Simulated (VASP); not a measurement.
Nb, 2 atoms in the cell. The structure is cubic, space group Fd-3m (No. 227). Conventional cell: a = 5.770 Å, b = 5.770 Å, c = 5.770 Å, α = 90.00°, β = 90.00°, γ = 90.00°. Within 3.3 Å of Nb (site symmetry -43m) lie 4 Nb at 2.50 Å. This isn't the form of Nb at room conditions, which is bcc.

| Quantity | Value |
| --- | --- |
| Program | VASP 6.6.1 |
| Task | relaxation of cell and atoms |
| Functional | r2SCAN |
| Potentials or basis | VASP PAW PBE potentials, release 64 (Nb_sv) |
| Cutoff | 550 eV |
| k mesh | 5 × 5 × 5 |
| Occupations | methfessel-paxton, width 0.05 eV |
| Spin | no spin polarisation |
| Dipole correction | no |
| Further INCAR settings | ALGO = Normal; EDIFF = 1e-07; IBRION = 2; EDIFFG = -0.03; NSW = 80; ISIF = 3 |

Potentials or basis: VASP PAW PBE potentials, release 64 (Nb_sv).

Command:

```sh
$ cat potpaw_PBE.64/Nb_sv/POTCAR > POTCAR
$ cp INCAR.step1 INCAR
$ mpirun -np 1 vasp_std > vasp.out
$ cp INCAR.step2 INCAR
$ mpirun -np 1 vasp_std > vasp.out
```

Hardware: 1 thread of Intel(R) Xeon(R) Platinum 8559C (Emerald Rapids), with other jobs on the host.

**Question.** How long does it take, and how much memory?

**Answer.** Run time: 2.7 min on 1 thread of Intel(R) Xeon(R) Platinum 8559C (Emerald Rapids) (shared host), peak memory 0.19 GiB. Counts: k points 10, ion steps 3.
